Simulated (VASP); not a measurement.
# Ir3F in VASP: single point with PBE

Aim: the single point of Ir3F with PBE.

Program: VASP 6.6.1. These are calculated values, not measurements. Logs are shortened: lines on timing, memory, paths and dates and some standing lists are left out, and cuts for length are marked.

## Step 1: The cell of the first run

The cell holds a slab with vacuum, 4 atoms: a = 2.737 Å, b = 2.737 Å, c = 19.188 Å, α = 90.00°, β = 90.00°, γ = 90.00°.

## Step 2: Single point, PBE

Input file INCAR:

```
PREC = Accurate
ENCUT = 520
EDIFF = 1E-6
ISMEAR = 0
SIGMA = 0.1
LREAL = False
LASPH = True
NELM = 120
ALGO = Normal
ISIF = 2
LWAVE = False
LCHARG = False
LDIPOL = True
IDIPOL = 3
DIPOL = 0.5 0.5 0.351
GGA = PE
NBANDS = 37
GGA_COMPAT = False
NELMDL = -8
```

Input file KPOINTS:

```
regular mesh
0
Gamma
  10 10 1
```

Input file POSCAR:

```
Ir3F
1.0
    2.7367600872      0.0000000000      0.0000000000
    0.0000000000      2.7367600872      0.0000000000
    0.0000000000      0.0000000000     19.1883373424
Ir F
3 1
Direct
    0.5000000000      0.5000000000      0.2084599582
    0.0000000000      0.0000000000      0.3045662607
    0.5000000000      0.5000000000      0.4006776202
    0.6666666667      0.8333333333      0.4891160985
```

Potentials or basis: VASP PAW PBE potentials, release 64 (Ir_sv_GW, F).

On the command line:

```bash
> cat potpaw_PBE.64/Ir_sv_GW/POTCAR potpaw_PBE.64/F/POTCAR > POTCAR
> mpirun -np 1 vasp_std > vasp.out
```

OUTCAR:

```text
PREC = Accurate
   ENCUT = 520
   EDIFF = 1E-6
   ISMEAR = 0
   LREAL = False
   LASPH = True
   NELM = 120
   ISIF = 2
   GGA = PE
   NELMDL = -8

 ion  position               nearest neighbor table
   1  0.500  0.500  0.208-   2 2.67   2 2.67   2 2.67   2 2.67
   2  0.000  0.000  0.305-   1 2.67   1 2.67   1 2.67   1 2.67   3 2.67   3 2.67   3 2.67   3 2.67

   3  0.500  0.500  0.401-   4 1.98   4 2.53   2 2.67   2 2.67   2 2.67   2 2.67
   4  0.667  0.833  0.489-   3 1.98   3 2.53

  LATTYP: Found a simple tetragonal cell.
 ALAT       =     2.7367600872
 C/A-ratio  =     7.0113333763

  Lattice vectors:

 A1 = (   2.7367600872,   0.0000000000,   0.0000000000)
 A2 = (   0.0000000000,   2.7367600872,   0.0000000000)
 A3 = (   0.0000000000,   0.0000000000,  19.1883373424)

Analysis of symmetry for initial positions (statically):
=====================================================================
 Subroutine PRICEL returns:
 Original cell was already a primitive cell.

 Routine SETGRP: Setting up the symmetry group for a
 simple tetragonal supercell.

 Subroutine GETGRP returns: Found  1 space group operations
 (whereof  1 operations were pure point group operations)
 out of a pool of 16 trial point group operations.

The static configuration has the point symmetry C_1 .

Analysis of symmetry for dynamics (positions and initial velocities):
=====================================================================
 Subroutine PRICEL returns:
 Original cell was already a primitive cell.

 Routine SETGRP: Setting up the symmetry group for a
 simple tetragonal supercell.

 Subroutine GETGRP returns: Found  1 space group operations
 (whereof  1 operations were pure point group operations)
 out of a pool of 16 trial point group operations.

The dynamic configuration has the point symmetry C_1 .

 Subroutine INISYM returns: Found  1 space group operations
 (whereof  1 operations are pure point group operations),
 and found     1 'primitive' translations

----------------------------------------------------------------------------------------

                                     Primitive cell

  volume of cell :     143.7179

  direct lattice vectors                    reciprocal lattice vectors
     2.736760087  0.000000000  0.000000000     0.365395566  0.000000000  0.000000000
     0.000000000  2.736760087  0.000000000     0.000000000  0.365395566  0.000000000
     0.000000000  0.000000000 19.188337342     0.000000000  0.000000000  0.052114990

  length of vectors
     2.736760087  2.736760087 19.188337342     0.365395566  0.365395566  0.052114990

  position of ions in fractional coordinates (direct lattice)
     0.500000000  0.500000000  0.208459958
     0.000000000  0.000000000  0.304566261
     0.500000000  0.500000000  0.400677620
     0.666666667  0.833333333  0.489116098

  ion indices of the primitive-cell ions
   primitive index   ion index
                 1           1
                 2           2
                 3           3
                 4           4

----------------------------------------------------------------------------------------

 KPOINTS: regular mesh

Automatic generation of k-mesh.
 Grid dimensions read from file:
 generate k-points for:   10   10    1

 Generating k-lattice:

  Cartesian coordinates                     Fractional coordinates (reciprocal lattice)
     0.036539557  0.000000000  0.000000000     0.100000000  0.000000000  0.000000000
     0.000000000  0.036539557  0.000000000     0.000000000  0.100000000  0.000000000
     0.000000000  0.000000000  0.052114990     0.000000000  0.000000000  1.000000000

  Length of vectors
     0.036539557  0.036539557  0.052114990

  Shift w.r.t. Gamma in fractional coordinates (k-lattice)
     0.000000000  0.000000000  0.000000000

 Subroutine IBZKPT returns following result:
 ===========================================

 Found     52 irreducible k-points:

 Following reciprocal coordinates:
            Coordinates               Weight
  0.000000  0.000000  0.000000      1.000000
  0.100000  0.000000  0.000000      2.000000
  0.000000  0.100000  0.000000      2.000000
  0.200000  0.000000  0.000000      2.000000
  0.000000  0.200000  0.000000      2.000000
  0.300000  0.000000  0.000000      2.000000
[... 16 lines left out ...]
 -0.100000  0.400000  0.000000      2.000000
 -0.400000  0.100000  0.000000      2.000000
 [... further k-points ...]
   k-points           NKPTS =     52   k-points in BZ     NKDIM =     52   number of bands    NBANDS=     37
   number of dos      NEDOS =    301   number of ions     NIONS =      4
   total plane-waves  NPLWV =  57600
   dimension x,y,z NGX =    20 NGY =   20 NGZ =  144
   dimension x,y,z NGXF=    40 NGYF=   40 NGZF=  288
   ions per type =               3   1
   NGX,Y,Z   is equivalent  to a cutoff of  12.15, 12.15, 12.48 a.u.
   NGXF,Y,Z  is equivalent  to a cutoff of  24.30, 24.30, 24.95 a.u.
 SYSTEM =  unknown system
   PREC   = accura    normal or accurate (medium, high low for compatibility)
   ISTART =      0    job   : 0-new  1-cont  2-samecut
   ICHARG =      2    charge: 1-file 2-atom 10-const
   ISPIN  =      1    spin polarized calculation?
   LNONCOLLINEAR =      F non collinear calculations
   LSORBIT =      F    spin-orbit coupling
   LASPH  =      T    aspherical Exc in radial PAW
   ENCUT  =  520.0 eV  38.22 Ry    6.18 a.u.   5.09  5.09 35.68*2*pi/ulx,y,z
   NELM   =    120;   NELMIN=  2; NELMDL= -8     # of ELM steps
   EDIFF  = 0.1E-05   stopping-criterion for ELM
   LREAL  =      F    real-space projection
   EDIFFG = 0.1E-04   stopping-criterion for IOM
   NSW    =      0    number of steps for IOM
   IBRION =     -1    ionic relax: 0-MD 1-quasi-New 2-CG
   NFREE  =      0    steps in history (QN), initial steepest desc. (CG)
   ISIF   =      2    stress and relaxation
   ISYM   =      2    0-nonsym 1-usesym 2-fastsym
   POTIM  = 0.5000    time-step for ionic-motion
   TEBEG  =    0.0;   TEEND  =   0.0 temperature during run
   PSTRESS=    0.0 pullay stress
   NELECT =      58.0000    total number of electrons
   NUPDOWN=      -1.0000    fix difference up-down
   EMIN   =  10.00;   EMAX   =-10.00  energy-range for DOS
   EFERMI =   0.00;   METHOD = LEGACY
   ISMEAR =     0;   SIGMA  =   0.10  broadening in eV -4-tet -1-fermi 0-gaus
   EFERMI_NEDOS =   21; number of points for ismear=-14 and -15
   IALGO  =     38    algorithm
   IMIX   =      4    mixing-type and parameters
     AMIX     =   0.40;   BMIX     =  1.00
     AMIX_MAG =   1.60;   BMIX_MAG =  1.00
  volume/ion in A,a.u.               =      35.93       242.46
  Fermi-wavevector in a.u.,A,eV,Ry     =   1.209801  2.286192 19.913734  1.463618
  Thomas-Fermi vector in A             =   2.345367
   LORBIT       =      0    0 simple, 1 ext, 2 COOP (PROOUT), +10 PAW based schemes
   GGA     = PE    functional components
   LHFCALC =     F    Hartree Fock is set to
   AEXX    =    0.0000 exact exchange contribution
   IVDW    =     0    specifies the selected vdW correction
   LEPSILON=     F    determine dielectric tensor
   LRPA    =     F    only Hartree local field effects (RPA)
 non-spin polarized calculation
 Gauss-broadening in eV      SIGMA  =   0.10
  energy-cutoff  :      520.00
  volume of cell :      143.72
 maximum number of plane-waves:      3910
   NGX = 11   NGY = 11   NGZ = 71

 dipolmoment           0.000000      0.000000     -0.007580 electrons x Angstroem

 number of electron      57.9999994 magnetization

 dipolmoment           0.000000      0.000000      0.114769 electrons x Angstroem

 Free energy of the ion-electron system (eV)
  ---------------------------------------------------
  ext. energy  EPLUGINS =         0.00000000
  ---------------------------------------------------
  free energy    TOTEN  =       -29.50166081 eV

  energy without entropy =      -29.48285879  energy(sigma->0) =      -29.49225980

 E-fermi :  -0.5485     XC(G=0):  -5.8499

 val. band max:       -0.5517975808   @ k =  -0.3000   0.5000   0.0000
 cond. band min:      -0.5440243222   @ k =  -0.1000   0.2000   0.0000
 fundamental gap:      0.0077732586
 Fermi energy:        -0.5485209647

 k-point     1 :       0.0000    0.0000    0.0000
  band No.  band energies     occupation
      1     -93.6934      2.00000
      2     -93.3245      2.00000
      3     -92.5889      2.00000
      4     -50.6441      2.00000
      5     -50.3792      2.00000
      6     -50.3715      2.00000
[... 29 lines left out ...]
     36       4.9761      0.00000
     37       6.9942      0.00000

 k-point     2 :       0.1000    0.0000    0.0000
  band No.  band energies     occupation
      1     -93.6914      2.00000
      2     -93.3229      2.00000
      3     -92.5872      2.00000
      4     -50.6367      2.00000
      5     -50.4293      2.00000
      6     -50.3670      2.00000
[... 29 lines left out ...]
     36       5.3503      0.00000
     37       7.2265      0.00000

 k-point     3 :       0.0000    0.1000    0.0000
  band No.  band energies     occupation
      1     -93.6914      2.00000
      2     -93.3229      2.00000
      3     -92.5872      2.00000
      4     -50.6373      2.00000
      5     -50.4262      2.00000
      6     -50.3710      2.00000
[... 29 lines left out ...]
     36       5.3349      0.00000
     37       7.2231      0.00000
[... 761 lines left out ...]
 k-point    23 :      -0.1000    0.4000    0.0000
  band No.  band energies     occupation
      1     -93.6718      2.00000
      2     -93.3071      2.00000
      3     -92.5702      2.00000
      4     -50.7711      2.00000
      5     -50.5965      2.00000
      6     -50.3790      2.00000
[... 29 lines left out ...]
     36       7.2135      0.00000
     37       7.8365      0.00000

 k-point    24 :      -0.4000    0.1000    0.0000
  band No.  band energies     occupation
      1     -93.6718      2.00000
      2     -93.3073      2.00000
      3     -92.5702      2.00000
      4     -50.7818      2.00000
      5     -50.5588      2.00000
      6     -50.3646      2.00000
[... 29 lines left out ...]
     36       7.3990      0.00000
     37       7.8666      0.00000

 [... further k-points ...]

------------------------ aborting loop because EDIFF is reached ----------------------------------------

 vacuum level on the upper side and lower side of the slab       (xc-potential included)         1.339        -1.358

  FORCE on cell =-STRESS in cart. coord.  units (eV):
  Direction    XX          YY          ZZ          XY          YZ          ZX
  --------------------------------------------------------------------------------------
  -------------------------------------------------------------------------------------
  Total       -1.3989808     -2.0505480     -0.0041559      0.1484678      0.5791711     -0.5044167
  in kB      -15.5959392    -22.8596575     -0.0463305      1.6551294      6.4566413     -5.6232742
  external PRESSURE =     -12.8339757 kB  Pullay stress =       0.0000000 kB

 VOLUME and BASIS-vectors are now :
 -----------------------------------------------------------------------------
  energy-cutoff  :      520.00
  volume of cell :      143.72
      direct lattice vectors                 reciprocal lattice vectors
     2.736760087  0.000000000  0.000000000     0.365395566  0.000000000  0.000000000
     0.000000000  2.736760087  0.000000000     0.000000000  0.365395566  0.000000000
     0.000000000  0.000000000 19.188337342     0.000000000  0.000000000  0.052114990

 POSITION                                       TOTAL-FORCE (eV/Angst)
 -----------------------------------------------------------------------------------
      1.36838      1.36838      4.00000        -0.112142     -0.251315     -0.011788
      0.00000      0.00000      5.84412         0.172885      0.350840     -0.343208
      1.36838      1.36838      7.68834         0.289943     -0.277437      0.295505
      1.82451      2.28063      9.38532        -0.350687      0.177912      0.059490
 -----------------------------------------------------------------------------------
    total drift:                                0.000477     -0.000484     -0.000504

  FREE ENERGIE OF THE ION-ELECTRON SYSTEM (eV)
  ---------------------------------------------------
  free  energy   TOTEN  =       -29.5016608109 eV

  energy  without entropy=      -29.4828587881  energy(sigma->0) =      -29.49225980

 vacuum level on the upper side and lower side of the slab         7.517         4.744
```

Run time: 15 min. Hardware: 1 thread of AMD EPYC 7R43 (Zen 3), shared host; peak memory 0.34 GiB.

Results:

```
Free energy            : -29.5017 eV
Largest force          : 0.520 eV/Å
Band gap on the k mesh : zero (bands 29 and 30 overlap by 1.79 eV)
```

Forces in eV/Å, atoms in the order of the input:
```
Ir  -0.112 -0.251 -0.012
Ir   0.173  0.351 -0.343
Ir   0.290 -0.277  0.296
F   -0.351  0.178  0.059
```

Levels at points of the mesh, in eV from the Fermi level:
| k point | band 26 | band 27 | band 28 | band 29 | band 30 | band 31 | band 32 | band 33 |
| --- | --- | --- | --- | --- | --- | --- | --- | --- |
| (0.00, 0.00, 0.00) | -1.21 | -1.10 | -0.92 | -0.69 | 0.23 | 0.65 | 0.97 | 0.99 |
| (0.50, 0.00, 0.00) | -1.70 | -1.02 | -0.49 | 0.52 | 0.58 | 0.98 | 1.37 | 2.64 |
| (0.00, 0.50, 0.00) | -1.62 | -0.73 | -0.55 | 0.52 | 0.55 | 0.87 | 1.66 | 2.52 |
| (0.50, 0.50, 0.00) | 0.20 | 0.45 | 1.13 | 1.15 | 1.65 | 2.18 | 3.95 | 4.51 |

Caveat: spin-orbit coupling is left out, which moves the levels of the heavy elements.
